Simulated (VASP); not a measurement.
WF2: single point with PBE+U

WF2:

```xyz
3
Lattice="0.0000 2.6797 2.6797 2.6797 0.0000 2.6797 2.6797 2.6797 0.0000" Properties=species:S:1:pos:R:3 pbc="T T T"
W     0.0000    0.0000    0.0000
F     1.3399    1.3399    1.3399
F     4.0196    4.0196    4.0196
```

```json
{
  "Program": "VASP 6.6.1",
  "Task": "single point",
  "Functional": "PBE",
  "Potentials or basis": "VASP PAW PBE potentials, release 64 (W_sv, F)",
  "Cutoff": "520 eV",
  "k mesh": "10 × 10 × 10",
  "Occupations": "gaussian, width 0.02 eV",
  "Spin": "collinear spin, ferromagnetic start",
  "Starting moments": "[2.5, 0.0, 0.0] μB",
  "Hubbard terms": "W d U = 6.2 eV"
}
```

```
Pressure                                              : 19.5 GPa
Net moment                                            : 3.95 μB per cell
Site moments                                          : W +3.27; F +0.01 μB
Valence electrons inside the program's atomic spheres : W 11.73; F 6.09
```

Levels at points of the mesh, in eV from the Fermi level:
Spin up:
| k point | band 14 | band 15 | band 16 | band 17 | band 18 | band 19 |
| --- | --- | --- | --- | --- | --- | --- |
| (0.00, 0.00, 0.00) | -3.88 | -2.57 | 0.86 | 0.86 | 0.86 | 8.23 |
| (0.50, 0.00, 0.00) | -3.45 | -1.39 | 0.32 | 0.32 | 2.75 | 2.77 |
| (0.50, 0.50, 0.00) | -3.17 | -1.66 | -0.14 | -0.14 | 3.99 | 4.86 |
Spin down:
| k point | band 9 | band 10 | band 11 | band 12 | band 13 | band 14 | band 15 | band 16 |
| --- | --- | --- | --- | --- | --- | --- | --- | --- |
| (0.00, 0.00, 0.00) | -9.48 | -7.50 | -7.50 | -7.50 | -0.96 | 2.96 | 2.96 | 5.32 |
| (0.50, 0.00, 0.00) | -8.82 | -8.64 | -8.21 | -8.21 | 2.99 | 3.25 | 3.25 | 3.85 |
| (0.50, 0.50, 0.00) | -9.18 | -7.57 | -7.57 | -7.17 | 1.50 | 3.07 | 4.29 | 4.88 |

Eigenvalues of the final occupation matrices:
```tsv
site	spin	trace	eigenvalues
site 1 d	1	3.35	0.57 0.57 0.57 0.82 0.82
site 1 d	2	0.15	0.01 0.01 0.04 0.04 0.04
```

Wall time 94 s on 1 thread of Intel(R) Xeon(R) Platinum 8488C (Sapphire Rapids), with other jobs on the host, peak memory 0.21 GiB.

Caveat: spin-orbit coupling is left out, which moves the levels of the heavy elements. The state reached can hang on the start; a lower one may exist.
